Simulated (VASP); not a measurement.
# Ti8O17 (a cell with a defect) in VASP: settings compared, part 2 of 2

VASP 6.6.1.

### 4 Single point, LDA

INCAR reads:

```
SYSTEM = Ti8O17
ALGO = Normal
EDIFF = 1E-6
ENCUT = 520
GGA = CA
GGA_COMPAT = .FALSE.
ISIF = 2
ISMEAR = -1
LASPH = .TRUE.
LCHARG = .FALSE.
LREAL = .FALSE.
LWAVE = .FALSE.
NBANDS = 117
NELM = 120
PREC = Accurate
SIGMA = 0.01
```

KPOINTS reads:

```
Automatic mesh
0
Gamma
  1 1 1
  0.25 0.25 0.25
```

POSCAR reads:

```
Ti8O17
1.0
    4.6435389800      4.6435389800      0.0000000000
   -4.6435389800      4.6435389800      0.0000000000
    0.0000000000      0.0000000000      5.9273749100
Ti O
8 17
Direct
   -0.0084923800      0.5061088300     -0.0111908200
    0.4849973100      0.0222289800      0.0128684600
   -0.0170296300      0.0084849200      0.2436922100
    0.4953588000      0.5215025100      0.2434580200
   -0.0064621800      0.4953650700      0.4904937900
    0.5189411100      0.0114257600      0.5262362600
    0.0023702700     -0.0019385500      0.7461589200
    0.4918435500      0.5106815600      0.7444204400
    0.1989672100      0.5097280400      0.2571272400
    0.6871323300      0.0048251900      0.2520491100
   -0.0009329300      0.2022639200      0.0085851600
    0.5188677200      0.7013872000     -0.0056801400
   -0.0296246700      0.8113385300     -0.0128939400
    0.5006518100      0.3184330900      0.0023485100
    0.3045270500      0.0987197800      0.2918293200
    0.8079669200      0.5114286200      0.2506642300
    0.1977736100      0.5115562300      0.7553330400
    0.6884806300      0.0230287200      0.7676540300
   -0.0177938500      0.2053756000      0.5060071400
    0.5069957800      0.7104555800      0.5065970100
   -0.0104642300      0.8175197400      0.5053176400
    0.5160815200      0.3220359300      0.5040389000
    0.3023724200      0.0097094000      0.7505627900
    0.8106468100      0.5036948500      0.7506298400
    0.2715804200      0.8966379100      0.2000313200
```

Potentials or basis: VASP PAW LDA potentials, release 64 (Ti_sv, O).

On the command line:

```
$ cat potpaw_LDA.64/Ti_sv/POTCAR potpaw_LDA.64/O/POTCAR > POTCAR
$ mpirun -np 1 vasp_std > vasp.out
```

OUTCAR:

```text
SYSTEM = Ti8O17
   EDIFF = 1E-6
   ENCUT = 520
   GGA = CA
   ISIF = 2
   ISMEAR = -1
   LASPH = .TRUE.
   LREAL = .FALSE.
   NELM = 120
   PREC = Accurate

 ion  position               nearest neighbor table
   1  0.992  0.506  0.989-  24 1.84  17 1.94  16 1.97  11 2.00  13 2.01   9 2.09
   2  0.485  0.022  0.013-  10 1.95  14 1.95  23 1.97  25 1.97  18 1.97  15 2.10  12 2.12   6 2.89

   3  0.983  0.008  0.244-  11 1.89  10 1.94  21 1.99  13 2.00  19 2.02  25 2.05  15 2.21
   4  0.495  0.522  0.243-  12 1.90   9 1.95  14 1.95  20 1.99  22 2.03  16 2.05
   5  0.994  0.495  0.490-  16 1.88  19 1.91   9 1.93  24 1.96  17 2.07  21 2.12
   6  0.519  0.011  0.526-  18 1.81  23 1.95  10 1.97  20 1.98  22 2.04  15 2.06   2 2.89
   7  0.002  0.998  0.746-  21 1.86  13 1.89  23 1.97  19 1.97  11 2.05  18 2.07
   8  0.492  0.511  0.744-  22 1.89  20 1.93  17 1.93  12 1.95  14 1.98  24 2.09
   9  0.199  0.510  0.257-   5 1.93   4 1.95   1 2.09
  10  0.687  0.005  0.252-   3 1.94   2 1.95   6 1.97
  11  0.999  0.202  0.009-   3 1.89   1 2.00   7 2.05
  12  0.519  0.701  0.994-   4 1.90   8 1.95   2 2.12
  13  0.970  0.811  0.987-   7 1.89   3 2.00   1 2.01
  14  0.501  0.318  0.002-   2 1.95   4 1.95   8 1.98
  15  0.305  0.099  0.292-  25 1.45   6 2.06   2 2.10   3 2.21
[... 230 lines left out ...]
      2     -51.6452      2.00000
      3     -51.5786      2.00000
      4     -51.5055      2.00000
      5     -51.4716      2.00000
      6     -51.4555      2.00000
[... 445 lines left out ...]
    110       7.5036      0.00000
    111       7.5940      0.00000
 [bands above 111 left out]

------------------------ aborting loop because EDIFF is reached ----------------------------------------

  FORCE on cell =-STRESS in cart. coord.  units (eV):
  Direction    XX          YY          ZZ          XY          YZ          ZX
  --------------------------------------------------------------------------------------
  -------------------------------------------------------------------------------------
  Total      -11.4281519    -10.9723351    -11.4364481      1.7464450      2.9652277      0.3683089
  in kB      -71.6301732    -68.7731727    -71.6821729     10.9464904     18.5856622      2.3085125
  external PRESSURE =     -70.6951729 kB  Pullay stress =       0.0000000 kB

 VOLUME and BASIS-vectors are now :
 -----------------------------------------------------------------------------
  energy-cutoff  :      520.00
  volume of cell :      255.62
      direct lattice vectors                 reciprocal lattice vectors
     4.643538980  4.643538980  0.000000000     0.107676495  0.107676495  0.000000000
    -4.643538980  4.643538980  0.000000000    -0.107676495  0.107676495  0.000000000
     0.000000000  0.000000000  5.927374910     0.000000000  0.000000000  0.168708748

 POSITION                                       TOTAL-FORCE (eV/Angst)
 -----------------------------------------------------------------------------------
      2.25397      6.95424      5.86104        -0.044173      0.068567      0.116674
      2.14888      2.35533      0.07628         0.069604      0.008300     -0.115383
      4.52506      4.60386      1.44446        -0.035374      0.015068      0.036480
     -0.12140      4.72184      1.44307         0.100371      0.044888     -0.028413
      2.31328      6.91378      2.90734        -0.065573      0.151352      0.122579
      2.35667      2.46278      3.11920        -0.093180      0.065245     -0.063298
[... 17 lines left out ...]
      1.42534      6.10320      4.44926         0.007739     -0.001621     -0.048364
     -2.90248      5.42467      1.18566        -0.233055      0.129050      0.007324
 -----------------------------------------------------------------------------------
    total drift:                               -0.000384      0.001261      0.000401

  FREE ENERGIE OF THE ION-ELECTRON SYSTEM (eV)
  ---------------------------------------------------
  free  energy   TOTEN  =      -238.8634630964 eV

  energy  without entropy=     -238.8634630964  energy(sigma->0) =     -238.86346310
```

Wall time 7 min (1 thread of Intel Xeon 8259CL, shared host); peak memory 0.3 GiB.

Results:

```yaml
Free_energy: -238.8635 eV
Pressure: -7.1 GPa
Largest_force: 0.266 eV/Å
Band_gap_on_the_k_mesh: 2.30 eV
```

Forces on the atoms (eV/Å):
```
Ti  -0.044  0.069  0.117
Ti   0.070  0.008 -0.115
Ti  -0.035  0.015  0.036
Ti   0.100  0.045 -0.028
Ti  -0.066  0.151  0.123
Ti  -0.093  0.065 -0.063
Ti  -0.095  0.022  0.002
Ti   0.122  0.097  0.178
O   -0.096 -0.088 -0.115
O   -0.055 -0.025  0.018
O    0.151 -0.107 -0.075
O   -0.006 -0.187  0.066
O   -0.003  0.106 -0.011
O   -0.105  0.119  0.015
O    0.221 -0.076  0.018
O    0.110  0.027 -0.032
O   -0.062 -0.156 -0.126
O   -0.034 -0.119  0.036
O    0.111 -0.145 -0.079
O    0.012  0.014 -0.012
O    0.016  0.040 -0.062
O   -0.064 -0.103  0.027
O    0.072  0.101  0.123
O    0.008 -0.002 -0.048
O   -0.233  0.129  0.007
```

Levels at points of the mesh, in eV from the valence-band top:
```csv
k point,band 95,band 96,band 97,band 98,band 99,band 100,band 101,band 102,band 103,band 104
"(0.25, 0.25, 0.25)",-0.77,-0.67,-0.46,-0.36,0.00,2.33,2.49,2.54,2.63,2.67
```

### 5 Single point, r2SCAN

POSCAR reads:

```
Ti8O17
1.0
    4.6435389800      4.6435389800      0.0000000000
   -4.6435389800      4.6435389800      0.0000000000
    0.0000000000      0.0000000000      5.9273749100
Ti O
8 17
Direct
    0.0291138300      0.5063225200      0.0063324400
    0.5255519500      0.0232590700      0.0091187000
    0.0269717600     -0.0502493400      0.2331518900
    0.4465344300      0.5298740600      0.2447343500
   -0.0044571700      0.4839395900      0.4877242000
    0.5003378100      0.0245239800      0.5048635200
    0.0069075800      0.0161432200      0.7438867200
    0.5232370400      0.5118647600      0.7472473900
    0.2049090800      0.3830568300      0.2685459300
    0.6990039900      0.0040933300      0.2502135100
   -0.0003527200      0.1868444200     -0.0021258400
    0.5214775700      0.7075009000     -0.0110808900
   -0.0550204600      0.8100011800     -0.0363107900
    0.5111900200      0.3189026400     -0.0031250600
    0.3167011200      0.0277035000      0.2445896800
    0.8214892200      0.5069461400      0.2509982600
    0.2080672700      0.5049756100      0.7530749700
    0.6876648800      0.0231410600      0.7427713300
   -0.0164263200      0.1890217700      0.4991615100
    0.5034266100      0.7062819700      0.4960230200
   -0.0126809100      0.8062780400      0.5082510400
    0.5137545900      0.3197941800      0.4980041900
    0.3039751400      0.0079131500      0.7420705000
    0.8172531300      0.4923292400      0.7480989200
    0.1915501400      0.6984075200      0.1848620000
```

INCAR.step1 reads:

```
SYSTEM = Ti8O17
PREC = Accurate
ENCUT = 580
ISMEAR = -1
SIGMA = 0.01
LREAL = .FALSE.
LASPH = .TRUE.
NELM = 120
NELECT = 200.0
NBANDS = 117
GGA = PE
ALGO = Normal
EDIFF = 1E-5
LWAVE = .TRUE.
LCHARG = .FALSE.
GGA_COMPAT = .FALSE.
```

INCAR.step2 reads:

```
SYSTEM = Ti8O17
PREC = Accurate
ENCUT = 580
EDIFF = 1E-6
ISMEAR = -1
SIGMA = 0.01
LREAL = .FALSE.
LASPH = .TRUE.
NELM = 120
ALGO = Normal
ISIF = 2
LWAVE = .FALSE.
LCHARG = .FALSE.
METAGGA = R2SCAN
LMIXTAU = .TRUE.
NELECT = 200.0
NBANDS = 117
ISTART = 1
GGA_COMPAT = .FALSE.
```

KPOINTS is that of step 4.

Potentials or basis: VASP PAW PBE potentials, release 64 (Ti_sv, O).

On the command line:

```
$ cat potpaw_PBE.64/Ti_sv/POTCAR potpaw_PBE.64/O/POTCAR > POTCAR
$ cp INCAR.step1 INCAR
$ mpirun -np 1 vasp_std > vasp.out
$ cp INCAR.step2 INCAR
$ mpirun -np 1 vasp_std > vasp.out
```

Run time: 38 min. Hardware: 1 thread of Intel Xeon 8259CL, shared host; peak memory 0.44 GiB.

Results (log left out):

```
Free energy   : -270.8315 eV
Largest force : 0.291 eV/Å
```

Forces on the atoms (eV/Å):
```
Ti  -0.098 -0.032  0.184
Ti  -0.026 -0.182 -0.170
Ti  -0.076  0.025 -0.004
Ti   0.085  0.008 -0.050
Ti  -0.057  0.262  0.113
Ti  -0.096  0.135 -0.170
Ti  -0.193 -0.173 -0.102
Ti   0.063  0.039  0.027
O   -0.099 -0.044 -0.127
O    0.034  0.037  0.061
O    0.075  0.026 -0.066
O   -0.014  0.026 -0.052
O    0.028  0.035 -0.033
O   -0.116  0.046  0.076
O    0.205  0.031  0.126
O   -0.006 -0.054 -0.145
O    0.058 -0.019 -0.066
O    0.038 -0.035  0.039
O    0.088 -0.097 -0.017
O   -0.083 -0.083  0.096
O    0.079  0.025  0.064
O    0.013 -0.012  0.049
O    0.079  0.076  0.182
O    0.008 -0.077 -0.071
O    0.010  0.040  0.057
```

Levels at points of the mesh, in eV from the Fermi level:
```tsv
k point	band 98	band 99	band 100	band 101	band 102	band 103
(0.25, 0.25, 0.25)	-1.35	-1.31	-0.45	1.67	1.77	1.89
```

Caveat: the cell carries a net charge on a neutralising background, which shifts energy and pressure; the cell is charged against a uniform background, so pressure and absolute levels hang on convention; the PAW data sets were made with another functional, which shifts forces and pressure a little.

### 6 Single point, r2SCAN

POSCAR reads:

```
Ti8O17
1.0
    4.6435389800      4.6435389800      0.0000000000
   -4.6435389800      4.6435389800      0.0000000000
    0.0000000000      0.0000000000      5.9273749100
Ti O
8 17
Direct
   -0.0221233500      0.5067745500     -0.0202613900
    0.5042280700      0.0249451600      0.0162574000
    0.0025004900     -0.0034372700      0.2605029300
    0.5136212300      0.5117712100      0.2630192500
    0.0120195400      0.4960299300      0.4933683200
    0.5063837100      0.0137056100      0.5178701700
    0.0060171900      0.0091539600      0.7599516700
    0.4942807000      0.5219682600      0.7603821100
    0.1943673100      0.4222809300      0.2134832200
    0.6901079900      0.0092218900      0.2561096700
   -0.0181181200      0.1982451600      0.0026811400
    0.5079600800      0.7025001100      0.0015422000
   -0.0089704900      0.8098179800      0.0004118700
    0.5159869800      0.3146338900     -0.0000020400
    0.2991204100      0.0105809900      0.2495457100
    0.8106240400      0.5153715800      0.2544770300
    0.1949282000      0.5107676100      0.7562901200
    0.6873568100      0.0160971400      0.7559868700
   -0.0019993600      0.2019967100      0.5045724000
    0.5272994800      0.7090220000      0.5194433200
   -0.0211370200      0.8194099100      0.5124620600
    0.4983405300      0.3181576700      0.4981705300
    0.3001986500      0.0085120500      0.7515750800
    0.8088694800      0.4969686100      0.7382575100
    0.2257030700      0.6235596500      0.3079538200
```

INCAR.step1 reads:

```
  PREC = Accurate
  ENCUT = 580
  ISMEAR = -1
  SIGMA = 0.01
  LREAL = False
  LASPH = True
  NELM = 120
  NBANDS = 117
  GGA = PE
  ALGO = Normal
  EDIFF = 1E-5
  LWAVE = True
  LCHARG = False
  GGA_COMPAT = False
```

INCAR.step2 reads:

```
  PREC = Accurate
  ENCUT = 580
  EDIFF = 1E-6
  ISMEAR = -1
  SIGMA = 0.01
  LREAL = False
  LASPH = True
  NELM = 120
  ALGO = Normal
  ISIF = 2
  LWAVE = False
  LCHARG = True
  METAGGA = R2SCAN
  LMIXTAU = True
  LELF = True
  LVHAR = True
  NBANDS = 117
  ISTART = 1
  GGA_COMPAT = False
```

KPOINTS is that of step 5.

Potentials or basis: VASP PAW PBE potentials, release 64 (Ti_sv, O).

On the command line:

```
$ cat potpaw_PBE.64/Ti_sv/POTCAR potpaw_PBE.64/O/POTCAR > POTCAR
$ cp INCAR.step1 INCAR
$ mpirun -np 1 vasp_std > vasp.out
$ cp INCAR.step2 INCAR
$ mpirun -np 1 vasp_std > vasp.out
```

Wall time 31 min (1 thread of Intel Xeon 8259CL, shared host); peak memory 0.44 GiB.

It converged, with:

```yaml
Free_energy: -283.1110 eV
Pressure: 1.1 GPa
Largest_force: 0.331 eV/Å
Band_gap_on_the_k_mesh: 2.75 eV
```

Forces on the atoms (eV/Å):
```
Ti   0.140 -0.049  0.241
Ti   0.083 -0.239 -0.213
Ti  -0.128 -0.006 -0.003
Ti   0.037  0.048 -0.093
Ti  -0.128  0.023  0.124
Ti   0.017 -0.111 -0.229
Ti  -0.167 -0.124 -0.167
Ti   0.129 -0.061 -0.055
O   -0.007 -0.139 -0.147
O   -0.018  0.042  0.064
O    0.005  0.102 -0.051
O   -0.085  0.059  0.111
O    0.058 -0.093  0.012
O   -0.096  0.177  0.104
O    0.079  0.079  0.171
O    0.021 -0.026 -0.060
O    0.000 -0.059 -0.143
O    0.083  0.127  0.093
O    0.053 -0.112 -0.010
O   -0.013  0.001 -0.019
O    0.043  0.059 -0.026
O   -0.116  0.035  0.156
O    0.044  0.128  0.177
O   -0.064  0.014 -0.075
O    0.030  0.125  0.038
```

Stress tensor (GPa, compression positive):
```
0.06 1.10 0.09
1.10 0.51 2.02
0.09 2.02 2.80
```

Levels at points of the mesh, in eV from the valence-band top:
| k point | band 96 | band 97 | band 98 | band 99 | band 100 | band 101 | band 102 | band 103 |
| --- | --- | --- | --- | --- | --- | --- | --- | --- |
| (0.25, 0.25, 0.25) | -0.68 | -0.46 | -0.37 | 0.00 | 2.79 | 2.95 | 2.98 | 3.07 |

Caveat: the PAW data sets were made with another functional, which shifts forces and pressure a little.

### 7 Summary

| level | potentials or basis | cell | cutoff (eV) | gap on the mesh (eV) | pressure (GPa) | largest force (eV/Å) |
| --- | --- | --- | --- | --- | --- | --- |
| PBE | VASP PAW PBE potentials, release 64 (Ti_sv, O) | as given, atomic positions A | 520 | 2.37 | 6.0 | 0.34 |
| LDA | VASP PAW LDA potentials, release 64 (Ti_sv, O) | as given, atomic positions B | 520 | 2.30 | -7.1 | 0.27 |
| LDA | VASP PAW LDA potentials, release 64 (Ti_sv, O) | as given, atomic positions A | 520 | 2.30 | -7.1 | 0.27 |
| r2SCAN | VASP PAW PBE potentials, release 64 (Ti_sv, O) | as given, atomic positions B | 580 | 2.75 | 1.1 | 0.33 |

Alike in all rows: task single point; no spin polarisation; k mesh 1 × 1 × 1, shifted; smearing fermi-dirac 0.01 eV.

Caveats: the PAW data sets were made with another functional, which shifts forces and pressure a little (at least some runs).

Total energies depend on the potentials used, so only differences within one code and one set of settings carry meaning.
